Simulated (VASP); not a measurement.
# TiAl2 (Cmmm) in VASP: a series of runs, part 2 of 3

VASP 6.6.1.

### 3 Single point, PBEsol

This run uses another cell than the first one, of 12.96 Å³/atom.

INCAR reads:

```
PREC = Accurate ; ENCUT = 520
EDIFF = 1E-6 ; ISMEAR = 0
SIGMA = 0.1 ; LREAL = F
LASPH = T ; NELM = 80
ALGO = Fast ; ISIF = 2
LWAVE = F ; LCHARG = F
GGA = PS ; NBANDS = 27
```

KPOINTS reads:

```
Automatic mesh
0
Gamma
  10 10 10
```

POSCAR reads:

```
TiAl2
1.0
    1.8369780680     -5.6791181833      0.0000000000
    1.8369780680      5.6791181833      0.0000000000
    0.0000000000      0.0000000000      3.7282091067
Ti Al
2 4
Direct
    0.6573283348      0.3426716652      0.0000000000
    0.3426716652      0.6573283348      0.0000000000
    0.0000000000      0.0000000000      0.0000000000
    0.8289685655      0.1710314345      0.5000000000
    0.1710314345      0.8289685655      0.5000000000
    0.5000000000      0.5000000000      0.5000000000
```

Potentials or basis: VASP PAW PBE potentials, release 64 (Ti_sv, Al).

On the command line:

```
$ cat potpaw_PBE.64/Ti_sv/POTCAR potpaw_PBE.64/Al/POTCAR > POTCAR
$ mpirun -np 1 vasp_std > vasp.out
```

OUTCAR:

```text
PREC = Accurate
   ENCUT = 520
   EDIFF = 1E-6
   ISMEAR = 0
   LREAL = F
   LASPH = T
   NELM = 80
   ISIF = 2
   GGA = PS

 ion  position               nearest neighbor table
   1  0.657  0.343  0.000-   3 2.56   3 2.56   6 2.58   6 2.58   5 2.62   5 2.62   5 2.62   5 2.62
                             4 2.70   4 2.70   2 2.79   2 2.79
   2  0.343  0.657  0.000-   3 2.56   3 2.56   6 2.58   6 2.58   4 2.62   4 2.62   4 2.62   4 2.62
                             5 2.70   5 2.70   1 2.79   1 2.79
   3  0.000  0.000  0.000-   1 2.56   2 2.56   1 2.56   2 2.56   6 2.62   6 2.62   6 2.62   6 2.62
                             4 2.69   4 2.69   5 2.69   5 2.69
   4  0.829  0.171  0.500-   5 2.57   5 2.57   2 2.62   2 2.62   2 2.62   2 2.62   6 2.67   6 2.67
                             3 2.69   3 2.69   1 2.70   1 2.70
   5  0.171  0.829  0.500-   4 2.57   4 2.57   1 2.62   1 2.62   1 2.62   1 2.62   6 2.67   6 2.67
                             3 2.69   3 2.69   2 2.70   2 2.70
   6  0.500  0.500  0.500-   1 2.58   2 2.58   1 2.58   2 2.58   3 2.62   3 2.62   3 2.62   3 2.62
                             5 2.67   4 2.67   5 2.67   4 2.67

  LATTYP: Found a base centered orthorhombic cell.
 ALAT       =     3.6739561360
 B/A-ratio  =     3.0915547018
 C/A-ratio  =     1.0147669076

  Lattice vectors:

 A1 = (   1.8369780680,  -5.6791181833,   0.0000000000)
 A2 = (   1.8369780680,   5.6791181833,   0.0000000000)
 A3 = (   0.0000000000,   0.0000000000,   3.7282091067)

Analysis of symmetry for initial positions (statically):
=====================================================================
 Subroutine PRICEL returns:
 Original cell was already a primitive cell.

 Routine SETGRP: Setting up the symmetry group for a
 base centered orthorhombic supercell.

 Subroutine GETGRP returns: Found  8 space group operations
 (whereof  8 operations were pure point group operations)
 out of a pool of  8 trial point group operations.

The static configuration has the point symmetry D_2h.

Analysis of symmetry for dynamics (positions and initial velocities):
=====================================================================
 Subroutine PRICEL returns:
[... 139 lines left out ...]
  Fermi-wavevector in a.u.,A,eV,Ry     =   1.266302  2.392964 21.817224  1.603521
  Thomas-Fermi vector in A             =   2.399510
   LORBIT       =      0    0 simple, 1 ext, 2 COOP (PROOUT), +10 PAW based schemes
   GGA     = PS    functional components
   LHFCALC =     F    Hartree Fock is set to
   AEXX    =    0.0000 exact exchange contribution
   IVDW    =     0    specifies the selected vdW correction
   LEPSILON=     F    determine dielectric tensor
   LRPA    =     F    only Hartree local field effects (RPA)
 non-spin polarized calculation
 RMM-DIIS sequential band-by-band and
 Gauss-broadening in eV      SIGMA  =   0.10
  energy-cutoff  :      520.00
  volume of cell :       77.79
 maximum number of plane-waves:      2115
 NGX is ok and might be reduce to    48
   NGX = 23   NGY = 23   NGZ = 13

 number of electron      35.9999996 magnetization

 Free energy of the ion-electron system (eV)
  ---------------------------------------------------
  ext. energy  EPLUGINS =         0.00000000
  ---------------------------------------------------
  free energy    TOTEN  =       -34.37995802 eV

  energy without entropy =      -34.36783279  energy(sigma->0) =      -34.37389541

 E-fermi :  10.7069     XC(G=0): -11.8216

 val. band max:       10.6999808357   @ k =   0.4000   0.3000   0.0000
 cond. band min:      10.7091634016   @ k =   0.4000  -0.0000   0.3000
 fundamental gap:      0.0091825659
 Fermi energy:        10.7069163704

 k-point     1 :       0.0000    0.0000    0.0000
  band No.  band energies     occupation
      1     -45.2507      2.00000
      2     -45.1806      2.00000
      3     -21.7962      2.00000
      4     -21.7784      2.00000
      5     -21.7325      2.00000
      6     -21.7074      2.00000
[... 709 lines left out ...]
     26      14.8225      0.00000
     27      14.8491      0.00000

 [... further k-points ...]
[... 5 lines left out ...]
  --------------------------------------------------------------------------------------
  -------------------------------------------------------------------------------------
  Total       14.6379999     14.6367351     14.6308486      0.0000000      0.0000000      0.0000000
  in kB      301.4929676    301.4669176    301.3456751      0.0000000      0.0000000      0.0000000
  external PRESSURE =     301.4351868 kB  Pullay stress =       0.0000000 kB

 VOLUME and BASIS-vectors are now :
 -----------------------------------------------------------------------------
  energy-cutoff  :      520.00
  volume of cell :       77.79
      direct lattice vectors                 reciprocal lattice vectors
     1.836978068 -5.679118183  0.000000000     0.272186157 -0.088041837  0.000000000
     1.836978068  5.679118183  0.000000000     0.272186157  0.088041837  0.000000000
     0.000000000  0.000000000  3.728209107     0.000000000  0.000000000  0.268225298

 POSITION                                       TOTAL-FORCE (eV/Angst)
 -----------------------------------------------------------------------------------
      1.83698     -1.78697      0.00000         0.000000     -0.003447      0.000000
      1.83698      1.78697      0.00000         0.000000      0.003447     -0.000000
      0.00000      0.00000      0.00000         0.000000      0.000000      0.000000
      1.83698     -3.73650      1.86410         0.000000     -0.002680      0.000000
      1.83698      3.73650      1.86410         0.000000      0.002680      0.000000
      1.83698      0.00000      1.86410        -0.000000      0.000000      0.000000
 -----------------------------------------------------------------------------------
    total drift:                               -0.000000     -0.000000     -0.000000

  FREE ENERGIE OF THE ION-ELECTRON SYSTEM (eV)
  ---------------------------------------------------
  free  energy   TOTEN  =       -34.3799580245 eV

  energy  without entropy=      -34.3678327926  energy(sigma->0) =      -34.37389541
```

OSZICAR:

```text
N       E                     dE             d eps       ncg     rms          rms(c)
DAV:   1     0.349120297949E+03    0.34912E+03   -0.16613E+04 10092   0.139E+03
DAV:   2     0.192289822670E+01   -0.34720E+03   -0.33787E+03 10079   0.416E+02
DAV:   3    -0.345198575308E+02   -0.36443E+02   -0.35702E+02 17590   0.114E+02
[... 20 lines left out ...]
RMM:  24    -0.343799508690E+02   -0.37582E-05   -0.38607E-05 14162   0.272E-02    0.150E-03
RMM:  25    -0.343799538959E+02   -0.30269E-05   -0.31750E-05 12768   0.201E-02    0.235E-03
RMM:  26    -0.343799556804E+02   -0.17845E-05   -0.19283E-05 12061   0.164E-02    0.279E-03
RMM:  27    -0.343799571347E+02   -0.14543E-05   -0.15629E-05 11454   0.139E-02    0.263E-03
RMM:  28    -0.343799580245E+02   -0.88974E-06   -0.98852E-06 11382   0.125E-02
   1 F= -.34379958E+02 E0= -.34373895E+02  d E =-.121252E-01
```

Wall time 30 min (1 thread of Intel Xeon 8259CL, shared host); peak memory 0.48 GiB.

What came out:

- Free energy: -34.3800 eV
- Pressure: 30.1 GPa
- Largest force: 0.003 eV/Å
- Band gap on the k mesh: zero (bands 18 and 19 overlap by 1.93 eV)

Forces in eV/Å, atoms in the order of the input:
```
Ti   0.000 -0.003  0.000
Ti   0.000  0.003  0.000
Al   0.000  0.000  0.000
Al   0.000 -0.003  0.000
Al   0.000  0.003  0.000
Al   0.000  0.000  0.000
```

Levels at points of the mesh, in eV from the Fermi level:
| k point | band 16 | band 17 | band 18 | band 19 | band 20 | band 21 |
| --- | --- | --- | --- | --- | --- | --- |
| (0.00, 0.00, 0.00) | -0.69 | -0.60 | -0.58 | 0.36 | 0.64 | 1.08 |
| (0.50, 0.00, 0.00) | -1.53 | -1.21 | -0.25 | 0.95 | 1.33 | 1.64 |
| (0.50, 0.50, 0.00) | -1.33 | -0.71 | -0.43 | 0.18 | 1.43 | 1.45 |
| (0.00, 0.00, 0.50) | -1.05 | -0.13 | 0.04 | 0.84 | 1.31 | 1.36 |
| (0.50, 0.00, 0.50) | -1.78 | -1.77 | -1.26 | -0.57 | 1.61 | 1.62 |
| (0.50, 0.50, 0.50) | -1.01 | 0.04 | 1.25 | 1.26 | 1.76 | 1.78 |

Caveat: the cell stands under pressure; the PAW data sets were made with another functional, which shifts forces and pressure a little.

### 4 Single point, PBEsol

This run uses another cell than the first one, of 14.00 Å³/atom.

INCAR reads:

```
PREC = Accurate
ENCUT = 520
EDIFF = 1E-6
ISMEAR = 0
SIGMA = 0.1
LREAL = False
LASPH = True
NELM = 80
ALGO = Fast
ISIF = 2
LWAVE = False
LCHARG = False
GGA = PS
NBANDS = 27
```

KPOINTS reads:

```
regular mesh
0
Gamma
  10 10 10
```

POSCAR reads:

```
TiAl2
1.0
    1.8835529964     -5.8213720277      0.0000000000
    1.8835529964      5.8213720277      0.0000000000
    0.0000000000      0.0000000000      3.8294806094
Ti Al
2 4
Direct
    0.6569401862      0.3430598138      0.0000000000
    0.3430598138      0.6569401862      0.0000000000
    0.0000000000      0.0000000000      0.0000000000
    0.8282806209      0.1717193791      0.5000000000
    0.1717193791      0.8282806209      0.5000000000
    0.5000000000      0.5000000000      0.5000000000
```

Potentials or basis: VASP PAW PBE potentials, release 64 (Ti_sv, Al).

On the command line:

```
$ cat potpaw_PBE.64/Ti_sv/POTCAR potpaw_PBE.64/Al/POTCAR > POTCAR
$ mpirun -np 1 vasp_std > vasp.out
```

OUTCAR:

```text
PREC = Accurate
   ENCUT = 520
   EDIFF = 1E-6
   ISMEAR = 0
   LREAL = False
   LASPH = True
   NELM = 80
   ISIF = 2
   GGA = PS

 ion  position               nearest neighbor table
   1  0.657  0.343  0.000-   3 2.62   3 2.62   6 2.65   6 2.65   5 2.69   5 2.69   5 2.69   5 2.69
                             4 2.77   4 2.77   2 2.87   2 2.87
   2  0.343  0.657  0.000-   3 2.62   3 2.62   6 2.65   6 2.65   4 2.69   4 2.69   4 2.69   4 2.69
                             5 2.77   5 2.77   1 2.87   1 2.87
   3  0.000  0.000  0.000-   1 2.62   2 2.62   1 2.62   2 2.62   6 2.69   6 2.69   6 2.69   6 2.69
                             4 2.77   4 2.77   5 2.77   5 2.77
   4  0.828  0.172  0.500-   5 2.62   5 2.62   2 2.69   2 2.69   2 2.69   2 2.69   6 2.75   6 2.75
                             1 2.77   1 2.77   3 2.77   3 2.77
   5  0.172  0.828  0.500-   4 2.62   4 2.62   1 2.69   1 2.69   1 2.69   1 2.69   6 2.75   6 2.75
                             2 2.77   2 2.77   3 2.77   3 2.77
   6  0.500  0.500  0.500-   1 2.65   2 2.65   1 2.65   2 2.65   3 2.69   3 2.69   3 2.69   3 2.69
                             5 2.75   4 2.75   5 2.75   4 2.75

  LATTYP: Found a base centered orthorhombic cell.
 ALAT       =     3.7671059928
 B/A-ratio  =     3.0906335202
 C/A-ratio  =     1.0165577015

  Lattice vectors:

 A1 = (   1.8835529964,  -5.8213720277,   0.0000000000)
 A2 = (   1.8835529964,   5.8213720277,   0.0000000000)
 A3 = (   0.0000000000,   0.0000000000,   3.8294806094)

Analysis of symmetry for initial positions (statically):
=====================================================================
 Subroutine PRICEL returns:
 Original cell was already a primitive cell.

 Routine SETGRP: Setting up the symmetry group for a
 base centered orthorhombic supercell.

 Subroutine GETGRP returns: Found  8 space group operations
 (whereof  8 operations were pure point group operations)
 out of a pool of  8 trial point group operations.

The static configuration has the point symmetry D_2h.

Analysis of symmetry for dynamics (positions and initial velocities):
=====================================================================
 Subroutine PRICEL returns:
 Original cell was already a primitive cell.

 Routine SETGRP: Setting up the symmetry group for a
 base centered orthorhombic supercell.

 Subroutine GETGRP returns: Found  8 space group operations
 (whereof  8 operations were pure point group operations)
 out of a pool of  8 trial point group operations.

The dynamic configuration has the point symmetry D_2h.

 Subroutine INISYM returns: Found  8 space group operations
 (whereof  8 operations are pure point group operations),
 and found     1 'primitive' translations

----------------------------------------------------------------------------------------

                                     Primitive cell

  volume of cell :      83.9795

  direct lattice vectors                    reciprocal lattice vectors
     1.883552996 -5.821372028  0.000000000     0.265455764 -0.085890405  0.000000000
     1.883552996  5.821372028  0.000000000     0.265455764  0.085890405  0.000000000
     0.000000000  0.000000000  3.829480609     0.000000000  0.000000000  0.261132018

  length of vectors
     6.118508329  6.118508329  3.829480609     0.279005241  0.279005241  0.261132018

  position of ions in fractional coordinates (direct lattice)
     0.656940186  0.343059814  0.000000000
[... 43 lines left out ...]
  0.000000  0.000000  0.000000      1.000000
  0.100000  0.000000  0.000000      4.000000
  0.200000  0.000000  0.000000      4.000000
  0.300000  0.000000  0.000000      4.000000
  0.400000  0.000000  0.000000      4.000000
  0.500000  0.000000  0.000000      2.000000
[... 16 lines left out ...]
  0.300000  0.300000  0.000000      2.000000
  0.400000  0.300000  0.000000      4.000000
 [... further k-points ...]
   k-points           NKPTS =    186   k-points in BZ     NKDIM =    186   number of bands    NBANDS=     27
   number of dos      NEDOS =    301   number of ions     NIONS =      6
   total plane-waves  NPLWV =  64512
   dimension x,y,z NGX =    48 NGY =   48 NGZ =   28
   dimension x,y,z NGXF=    96 NGYF=   96 NGZF=   56
   ions per type =               2   4
   NGX,Y,Z   is equivalent  to a cutoff of  13.04, 13.04, 12.16 a.u.
   NGXF,Y,Z  is equivalent  to a cutoff of  26.08, 26.08, 24.31 a.u.
 SYSTEM =  unknown system
   PREC   = accura    normal or accurate (medium, high low for compatibility)
   ISTART =      0    job   : 0-new  1-cont  2-samecut
   ICHARG =      2    charge: 1-file 2-atom 10-const
   ISPIN  =      1    spin polarized calculation?
   LNONCOLLINEAR =      F non collinear calculations
   LSORBIT =      F    spin-orbit coupling
   LASPH  =      T    aspherical Exc in radial PAW
   ENCUT  =  520.0 eV  38.22 Ry    6.18 a.u.  11.38 11.38  7.12*2*pi/ulx,y,z
   NELM   =     80;   NELMIN=  2; NELMDL= -5     # of ELM steps
   EDIFF  = 0.1E-05   stopping-criterion for ELM
   LREAL  =      F    real-space projection
   EDIFFG = 0.1E-04   stopping-criterion for IOM
   NSW    =      0    number of steps for IOM
   IBRION =     -1    ionic relax: 0-MD 1-quasi-New 2-CG
   NFREE  =      0    steps in history (QN), initial steepest desc. (CG)
   ISIF   =      2    stress and relaxation
   ISYM   =      2    0-nonsym 1-usesym 2-fastsym
   POTIM  = 0.5000    time-step for ionic-motion
   TEBEG  =    0.0;   TEEND  =   0.0 temperature during run
   PSTRESS=    0.0 pullay stress
   NELECT =      36.0000    total number of electrons
   NUPDOWN=      -1.0000    fix difference up-down
   EMIN   =  10.00;   EMAX   =-10.00  energy-range for DOS
   EFERMI =   0.00;   METHOD = LEGACY
   ISMEAR =     0;   SIGMA  =   0.10  broadening in eV -4-tet -1-fermi 0-gaus
   EFERMI_NEDOS =   21; number of points for ismear=-14 and -15
   IALGO  =     68    algorithm
   IMIX   =      4    mixing-type and parameters
     AMIX     =   0.40;   BMIX     =  1.00
     AMIX_MAG =   1.60;   BMIX_MAG =  1.00
  volume/ion in A,a.u.               =      14.00        94.45
  Fermi-wavevector in a.u.,A,eV,Ry     =   1.234387  2.332653 20.731347  1.523711
  Thomas-Fermi vector in A             =   2.369079
   LORBIT       =      0    0 simple, 1 ext, 2 COOP (PROOUT), +10 PAW based schemes
   GGA     = PS    functional components
   LHFCALC =     F    Hartree Fock is set to
   AEXX    =    0.0000 exact exchange contribution
   IVDW    =     0    specifies the selected vdW correction
   LEPSILON=     F    determine dielectric tensor
   LRPA    =     F    only Hartree local field effects (RPA)
 non-spin polarized calculation
 RMM-DIIS sequential band-by-band and
 Gauss-broadening in eV      SIGMA  =   0.10
  energy-cutoff  :      520.00
  volume of cell :       83.98
 maximum number of plane-waves:      2284
 NGX is ok and might be reduce to    48
   NGX = 23   NGY = 23   NGZ = 15

 number of electron      36.0000007 magnetization

 Free energy of the ion-electron system (eV)
  ---------------------------------------------------
  ext. energy  EPLUGINS =         0.00000000
  ---------------------------------------------------
  free energy    TOTEN  =       -35.23980510 eV

  energy without entropy =      -35.22713554  energy(sigma->0) =      -35.23347032

 E-fermi :   9.8134     XC(G=0): -11.4856

 val. band max:        9.8125711382   @ k =   0.4000   0.0000   0.3000
 cond. band min:       9.8150053023   @ k =   0.5000   0.3000   0.3000
 fundamental gap:      0.0024341642
 Fermi energy:         9.8133579593

 k-point     1 :       0.0000    0.0000    0.0000
  band No.  band energies     occupation
      1     -46.3447      2.00000
      2     -46.2942      2.00000
      3     -22.8431      2.00000
      4     -22.8316      2.00000
      5     -22.7900      2.00000
      6     -22.7900      2.00000
[... 709 lines left out ...]
     26      13.5874      0.00000
     27      13.6270      0.00000

 [... further k-points ...]
[... 5 lines left out ...]
  --------------------------------------------------------------------------------------
  -------------------------------------------------------------------------------------
  Total        7.9375302      7.9372243      7.9287947      0.0000000      0.0000000      0.0000000
  in kB      151.4338291    151.4279925    151.2671718      0.0000000      0.0000000      0.0000000
  external PRESSURE =     151.3763311 kB  Pullay stress =       0.0000000 kB

 VOLUME and BASIS-vectors are now :
 -----------------------------------------------------------------------------
  energy-cutoff  :      520.00
  volume of cell :       83.98
      direct lattice vectors                 reciprocal lattice vectors
     1.883552996 -5.821372028  0.000000000     0.265455764 -0.085890405  0.000000000
     1.883552996  5.821372028  0.000000000     0.265455764  0.085890405  0.000000000
     0.000000000  0.000000000  3.829480609     0.000000000  0.000000000  0.261132018

 POSITION                                       TOTAL-FORCE (eV/Angst)
 -----------------------------------------------------------------------------------
      1.88355     -1.82721      0.00000        -0.000000     -0.002851      0.000000
      1.88355      1.82721      0.00000        -0.000000      0.002851     -0.000000
      0.00000      0.00000      0.00000        -0.000000      0.000000      0.000000
      1.88355     -3.82209      1.91474        -0.000000     -0.003210      0.000000
      1.88355      3.82209      1.91474        -0.000000      0.003210      0.000000
      1.88355      0.00000      1.91474         0.000000      0.000000      0.000000
 -----------------------------------------------------------------------------------
    total drift:                                0.000000      0.000000     -0.000000

  FREE ENERGIE OF THE ION-ELECTRON SYSTEM (eV)
  ---------------------------------------------------
  free  energy   TOTEN  =       -35.2398050961 eV

  energy  without entropy=      -35.2271355357  energy(sigma->0) =      -35.23347032
```

OSZICAR:

```text
N       E                     dE             d eps       ncg     rms          rms(c)
DAV:   1     0.340943489485E+03    0.34094E+03   -0.16584E+04 10068   0.137E+03
DAV:   2     0.400919603630E+00   -0.34054E+03   -0.33144E+03 10104   0.409E+02
DAV:   3    -0.354981883357E+02   -0.35899E+02   -0.35144E+02 17662   0.112E+02
[... 21 lines left out ...]
RMM:  25    -0.352397991612E+02   -0.30622E-05   -0.43462E-05 15086   0.295E-02    0.236E-02
RMM:  26    -0.352398013234E+02   -0.21622E-05   -0.33308E-05 15239   0.310E-02    0.553E-03
RMM:  27    -0.352398036557E+02   -0.23323E-05   -0.23151E-05 14453   0.219E-02    0.529E-03
RMM:  28    -0.352398043242E+02   -0.66848E-06   -0.11356E-05 11489   0.135E-02    0.253E-03
RMM:  29    -0.352398050961E+02   -0.77197E-06   -0.97580E-06 11585   0.111E-02
   1 F= -.35239805E+02 E0= -.35233470E+02  d E =-.126696E-01
```

Run time: 38 min. Hardware: 1 thread of Intel Xeon 8259CL, shared host; peak memory 0.5 GiB.

Results:

```
Free energy            : -35.2398 eV
Pressure               : 15.1 GPa
Largest force          : 0.003 eV/Å
Band gap on the k mesh : zero (bands 18 and 19 overlap by 1.75 eV)
```

Forces on the atoms (eV/Å):
```
Ti   0.000 -0.003  0.000
Ti   0.000  0.003  0.000
Al   0.000  0.000  0.000
Al   0.000 -0.003  0.000
Al   0.000  0.003  0.000
Al   0.000  0.000  0.000
```

Caveat: the cell stands under pressure; the PAW data sets were made with another functional, which shifts forces and pressure a little.

[end of part 2 of 3]
